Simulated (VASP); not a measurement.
# CsSnI3 (Pm-3m) in VASP: further runs

CsSnI3 is run at these levels: PBEsol+D3(BJ), PBEsol+D4, PBEsol; tasks: single point.

All numbers are computed with VASP 6.6.1; they aren't measurements. Logs are shortened: lines on timing, memory, paths and dates and some standing lists are left out, and cuts for length are marked.

### 1 The cell of the first run

The structure is cubic, space group Pm-3m (No. 221). Conventional cell: a = 6.029 Å, b = 6.029 Å, c = 6.029 Å, α = 90.00°, β = 90.00°, γ = 90.00°. Cs (site symmetry m-3m) has 12 I at 4.26 Å and 8 Sn at 5.22 Å within 5.6 Å. I (site symmetry 4/mmm) has 2 Sn at 3.01 Å within 4.0 Å. Sn (site symmetry m-3m) has 6 I at 3.01 Å within 4.0 Å.

### 2 Single point, PBEsol+D3(BJ)

File INCAR:

```
SYSTEM = CsSnI3
  ALGO = Normal
  EDIFF = 1E-6
  ENCUT = 500
  GGA = PS
  GGA_COMPAT = .False.
  ISIF = 2
  ISMEAR = -1
  IVDW = 12
  LASPH = .True.
  LCHARG = .True.
  LELF = .True.
  LREAL = .False.
  LVHAR = .True.
  LWAVE = .False.
  NBANDS = 30
  NELM = 120
  PREC = Accurate
  SIGMA = 0.05
```

File KPOINTS:

```
k-points
0
Gamma
  5 5 5
  0 0 0
```

File POSCAR:

```
CsSnI3
1.0
    6.0294993993      0.0000000000      0.0000000000
    0.0000000000      6.0294993993      0.0000000000
    0.0000000000      0.0000000000      6.0294993993
Cs I Sn
1 3 1
Direct
    0.0000000000      0.0000000000      0.0000000000
    0.5000000000      0.5000000000      0.0000000000
    0.5000000000      0.0000000000      0.5000000000
    0.0000000000      0.5000000000      0.5000000000
    0.5000000000      0.5000000000      0.5000000000
```

Potentials or basis: VASP PAW PBE potentials, release 64 (Cs_sv, I, Sn_d).

On the command line:

```bash
> cat potpaw_PBE.64/Cs_sv/POTCAR potpaw_PBE.64/I/POTCAR potpaw_PBE.64/Sn_d/POTCAR > POTCAR
> mpirun -np 1 vasp_std > vasp.out
```

OUTCAR:

```text
SYSTEM = CsSnI3
   EDIFF = 1E-6
   ENCUT = 500
   GGA = PS
   ISIF = 2
   ISMEAR = -1
   IVDW = 12
   LASPH = .True.
   LREAL = .False.
   NELM = 120
   PREC = Accurate
 IVDW          = 12

 ion  position               nearest neighbor table
   1  0.000  0.000  0.000-
   2  0.500  0.500  0.000-   5 3.01   5 3.01
   3  0.500  0.000  0.500-   5 3.01   5 3.01
   4  0.000  0.500  0.500-   5 3.01   5 3.01
   5  0.500  0.500  0.500-   2 3.01   3 3.01   4 3.01   2 3.01   3 3.01   4 3.01

  LATTYP: Found a simple cubic cell.
 ALAT       =     6.0294993993

  Lattice vectors:

 A1 = (   6.0294993993,   0.0000000000,   0.0000000000)
 A2 = (   0.0000000000,   6.0294993993,   0.0000000000)
 A3 = (   0.0000000000,   0.0000000000,   6.0294993993)

Analysis of symmetry for initial positions (statically):
=====================================================================
 Subroutine PRICEL returns:
 Original cell was already a primitive cell.

 Routine SETGRP: Setting up the symmetry group for a
 simple cubic supercell.

 Subroutine GETGRP returns: Found 48 space group operations
 (whereof 48 operations were pure point group operations)
 out of a pool of 48 trial point group operations.

The static configuration has the point symmetry O_h .

Analysis of symmetry for dynamics (positions and initial velocities):
=====================================================================
 Subroutine PRICEL returns:
 Original cell was already a primitive cell.

 Routine SETGRP: Setting up the symmetry group for a
 simple cubic supercell.

 Subroutine GETGRP returns: Found 48 space group operations
 (whereof 48 operations were pure point group operations)
 out of a pool of 48 trial point group operations.

The dynamic configuration has the point symmetry O_h .

 Subroutine INISYM returns: Found 48 space group operations
 (whereof 48 operations are pure point group operations),
 and found     1 'primitive' translations

----------------------------------------------------------------------------------------

                                     Primitive cell

  volume of cell :     219.2016

  direct lattice vectors                    reciprocal lattice vectors
     6.029499399  0.000000000  0.000000000     0.165851248  0.000000000  0.000000000
     0.000000000  6.029499399  0.000000000     0.000000000  0.165851248  0.000000000
     0.000000000  0.000000000  6.029499399     0.000000000  0.000000000  0.165851248
[... 75 lines left out ...]
   EDIFF  = 0.1E-05   stopping-criterion for ELM
   LREAL  =      F    real-space projection
   EDIFFG = 0.1E-04   stopping-criterion for IOM
   NSW    =      0    number of steps for IOM
   IBRION =     -1    ionic relax: 0-MD 1-quasi-New 2-CG
   NFREE  =      0    steps in history (QN), initial steepest desc. (CG)
   ISIF   =      2    stress and relaxation
   ISYM   =      2    0-nonsym 1-usesym 2-fastsym
   POTIM  = 0.5000    time-step for ionic-motion
   TEBEG  =    0.0;   TEEND  =   0.0 temperature during run
   PSTRESS=    0.0 pullay stress
   NELECT =      44.0000    total number of electrons
   NUPDOWN=      -1.0000    fix difference up-down
   EMIN   =  10.00;   EMAX   =-10.00  energy-range for DOS
   EFERMI =   0.00;   METHOD = LEGACY
   ISMEAR =    -1;   SIGMA  =   0.05  broadening in eV -4-tet -1-fermi 0-gaus
   EFERMI_NEDOS =   21; number of points for ismear=-14 and -15
   IALGO  =     38    algorithm
   IMIX   =      4    mixing-type and parameters
     AMIX     =   0.40;   BMIX     =  1.00
     AMIX_MAG =   1.60;   BMIX_MAG =  1.00
  volume/ion in A,a.u.               =      43.84       295.85
  Fermi-wavevector in a.u.,A,eV,Ry     =   0.958542  1.811382 12.501070  0.918803
  Thomas-Fermi vector in A             =   2.087659
   LORBIT       =      0    0 simple, 1 ext, 2 COOP (PROOUT), +10 PAW based schemes
   GGA     = PS    functional components
   LHFCALC =     F    Hartree Fock is set to
   AEXX    =    0.0000 exact exchange contribution
   IVDW    =    12    specifies the selected vdW correction
   LEPSILON=     F    determine dielectric tensor
   LRPA    =     F    only Hartree local field effects (RPA)
 non-spin polarized calculation
  energy-cutoff  :      500.00
  volume of cell :      219.20
 maximum number of plane-waves:      5595
 NGX is ok and might be reduce to    48
   NGX = 21   NGY = 21   NGZ = 21

 number of electron      44.0000011 magnetization

 Free energy of the ion-electron system (eV)
  ---------------------------------------------------
  ext. energy  EPLUGINS =         0.00000000
  ---------------------------------------------------
  free energy    TOTEN  =       -15.09954615 eV

  energy without entropy =      -15.09954612  energy(sigma->0) =      -15.09954613

 E-fermi :   3.5283     XC(G=0):  -8.0611

 val. band max:        2.7221917332   @ k =   0.4000   0.4000   0.4000
 cond. band min:       4.3692652905   @ k =   0.4000   0.4000   0.4000
 fundamental gap:      1.6470735573
 Fermi energy:         3.5282776903

 k-point     1 :       0.0000    0.0000    0.0000
  band No.  band energies     occupation
      1     -18.7758      2.00000
      2     -18.4091      2.00000
      3     -18.4091      2.00000
      4     -18.3728      2.00000
      5     -18.3728      2.00000
      6     -18.3728      2.00000
[... 319 lines left out ...]
     29       7.5062      0.00000
     30       8.5715      0.00000

------------------------ aborting loop because EDIFF is reached ----------------------------------------

 Edisp (eV)   -1.35137

 E8    (eV) :    -0.9518

  FORCE on cell =-STRESS in cart. coord.  units (eV):
  Direction    XX          YY          ZZ          XY          YZ          ZX
  --------------------------------------------------------------------------------------
  -------------------------------------------------------------------------------------
  Total      -0.13108    -0.13108    -0.13108    -0.00000     0.00000    -0.00000
  in kB      -0.95807    -0.95807    -0.95807    -0.00000     0.00000    -0.00000
  external pressure =       -0.96 kB  Pullay stress =        0.00 kB

 VOLUME and BASIS-vectors are now :
 -----------------------------------------------------------------------------
  energy-cutoff  :      500.00
  volume of cell :      219.20
      direct lattice vectors                 reciprocal lattice vectors
     6.029499399  0.000000000  0.000000000     0.165851248  0.000000000  0.000000000
     0.000000000  6.029499399  0.000000000     0.000000000  0.165851248  0.000000000
     0.000000000  0.000000000  6.029499399     0.000000000  0.000000000  0.165851248

 POSITION                                       TOTAL-FORCE (eV/Angst)
 -----------------------------------------------------------------------------------
      0.00000      0.00000      0.00000         0.000000      0.000000      0.000000
      3.01475      3.01475      0.00000         0.000000      0.000000      0.000000
      3.01475      0.00000      3.01475         0.000000      0.000000      0.000000
      0.00000      3.01475      3.01475         0.000000      0.000000      0.000000
      3.01475      3.01475      3.01475         0.000000      0.000000      0.000000
 -----------------------------------------------------------------------------------
    total drift:                                0.000000     -0.000000     -0.000000

  FREE ENERGIE OF THE ION-ELECTRON SYSTEM (eV)
  ---------------------------------------------------
  free  energy   TOTEN  =       -16.4509203660 eV

  energy  without entropy=      -16.4509203435  energy(sigma->0) =      -16.45092035
```

stdout:

```text
POSCAR found type information on POSCAR CsI Sn
 POSCAR found :  3 types and       5 ions
 scaLAPACK will be used
 -----------------------------------------------------------------------------
|                                                                             |
|                                                                             |
|     You enforced a specific xc type in the INCAR file but a different       |
|     I HOPE YOU KNOW WHAT YOU ARE DOING!                                     |
|                                                                             |
 -----------------------------------------------------------------------------

 LDA part: xc-table for (Slater+PW92), standard interpolation
 POSCAR, INCAR and KPOINTS ok, starting setup
 FFT: planning ... GRIDC
 FFT: planning ... GRID_SOFT
 FFT: planning ... GRID
 WAVECAR not read
 entering main loop
```

Wall time 45 s (1 thread of Intel Xeon Platinum 8488C (Sapphire Rapids), shared host); peak memory 0.36 GiB.

Results:

* Free energy: -16.4509 eV
* Pressure: -0.1 GPa
* Band gap on the k mesh: 1.65 eV, direct
* Dispersion energy per atom: -0.270 eV

Levels at points of the mesh, in eV from the valence-band top:
```
           k point  band 19  band 20  band 21  band 22  band 23  band 24  band 25  band 26
(0.00, 0.00, 0.00)    -1.77    -1.55    -1.55    -1.55     2.80     3.57     3.57     3.91
```

Caveat: three body term missing; the PAW data sets were made with another functional, which shifts forces and pressure a little; spin-orbit coupling is left out, which moves the levels of the heavy elements. A k mesh can miss the band edges.

### 3 Single point, PBEsol+D4

This run uses another cell than the first one, of 45.33 Å³/atom, 1.034 times its volume.

File INCAR:

```
SYSTEM = CsSnI3
PREC = Accurate ; ENCUT = 500
EDIFF = 1E-6 ; ISMEAR = -1
SIGMA = 0.05 ; LREAL = .FALSE.
LASPH = .TRUE. ; NELM = 120
ALGO = Normal ; ISIF = 2
LWAVE = .FALSE. ; LCHARG = .FALSE.
GGA = PS ; IVDW = 13
NBANDS = 30 ; GGA_COMPAT = .FALSE.
```

File KPOINTS:

```
regular mesh
0
G
  5 5 5
  0 0 0
```

Edit POSCAR of step 2 so:

```diff
@@ -2,5 +2,5 @@
 1.0
-    6.0294993993      0.0000000000      0.0000000000
-    0.0000000000      6.0294993993      0.0000000000
-    0.0000000000      0.0000000000      6.0294993993
+    6.0972315795      0.0000000000      0.0000000000
+    0.0000000000      6.0972315795      0.0000000000
+    0.0000000000      0.0000000000      6.0972315795
 Cs I Sn
```

Potentials or basis: VASP PAW PBE potentials, release 64 (Cs_sv, I, Sn_d).

On the command line:

```bash
> cat potpaw_PBE.64/Cs_sv/POTCAR potpaw_PBE.64/I/POTCAR potpaw_PBE.64/Sn_d/POTCAR > POTCAR
> mpirun -np 1 vasp_std > vasp.out
```

It took 46 s on 1 thread of Intel Xeon Platinum 8488C (Sapphire Rapids), shared host; peak memory 0.35 GiB.

It converged, with:

```
Free energy                : -15.9052 eV
Pressure                   : 0.0 GPa
Band gap on the k mesh     : 1.68 eV, direct
Dispersion energy per atom : -0.156 eV
```

Levels at points of the mesh, in eV from the valence-band top:
```tsv
k point	band 20	band 21	band 22	band 23	band 24	band 25
(0.00, 0.00, 0.00)	-1.44	-1.44	-1.44	2.87	3.72	3.72
```

Caveat: the PAW data sets were made with another functional, which shifts forces and pressure a little; spin-orbit coupling is left out, which moves the levels of the heavy elements.

### 4 Single point, PBEsol

This run uses another cell than the first one, of 45.73 Å³/atom, 1.043 times its volume.

File INCAR:

```
ALGO     = Normal         # electronic algorithm
EDIFF    = 1E-6           # SCF threshold, eV
ENCUT    = 500            # plane-wave cutoff, eV
GGA      = PS             # functional
GGA_COMPAT= False        
ISIF     = 2              # what is computed and relaxed
ISMEAR   = -1             # smearing method
LASPH    = True           # aspherical terms in the spheres
LCHARG   = True           # write CHGCAR
LELF     = True           # ELF
LREAL    = False          # projectors in reciprocal space
LVHAR    = True         
LWAVE    = False          # write WAVECAR
NBANDS   = 30             # bands
NELM     = 120            # most SCF steps
PREC     = Accurate       # precision mode
SIGMA    = 0.05           # smearing width, eV
```

File KPOINTS:

```
k-points
0
Gamma
  5 5 5
```

Edit POSCAR of step 3 so:

```diff
@@ -2,5 +2,5 @@
 1.0
-    6.0972315795      0.0000000000      0.0000000000
-    0.0000000000      6.0972315795      0.0000000000
-    0.0000000000      0.0000000000      6.0972315795
+    6.1150557645      0.0000000000      0.0000000000
+    0.0000000000      6.1150557645      0.0000000000
+    0.0000000000      0.0000000000      6.1150557645
 Cs I Sn
```

On the command line:

```bash
> cat potpaw_PBE.64/Cs_sv/POTCAR potpaw_PBE.64/I/POTCAR potpaw_PBE.64/Sn_d/POTCAR > POTCAR
> mpirun -np 1 vasp_std > vasp.out
```

It took 47 s on 1 thread of Intel Xeon Platinum 8488C (Sapphire Rapids), shared host; peak memory 0.34 GiB.

Results (log left out):

- Free energy: -15.1272 eV
- Pressure: 0.0 GPa
- Band gap on the k mesh: 1.68 eV, direct

Levels at points of the mesh, in eV from the valence-band top:
```
           k point  band 18  band 19  band 20  band 21  band 22  band 23  band 24  band 25  band 26  band 27
(0.00, 0.00, 0.00)    -1.60    -1.60    -1.41    -1.41    -1.41     2.89     3.76     3.76     4.09     4.09
```

Caveat: the PAW data sets were made with another functional, which shifts forces and pressure a little; spin-orbit coupling is left out, which moves the levels of the heavy elements. A k mesh can miss the band edges.

### 5 Overview

```tsv
level	cell	gap on the mesh (eV)	pressure (GPa)
PBEsol+D3(BJ)	a = 6.029 Å, 5 atoms	1.65	-0.1
PBEsol+D4	a = 6.097 Å, 5 atoms	1.68	0.0
PBEsol	a = 6.115 Å, 5 atoms	1.68	0.0
```

Alike in all rows: task single point; potentials or basis VASP PAW PBE potentials, release 64 (Cs_sv, I, Sn_d); no spin polarisation; k mesh 5 × 5 × 5; cutoff (eV) 500; smearing fermi-dirac 0.05 eV.

Caveats: the PAW data sets were made with another functional, which shifts forces and pressure a little; spin-orbit coupling is left out, which moves the levels of the heavy elements; three body term missing (some runs).

Absolute energies hang on the potentials; compare differences alone.
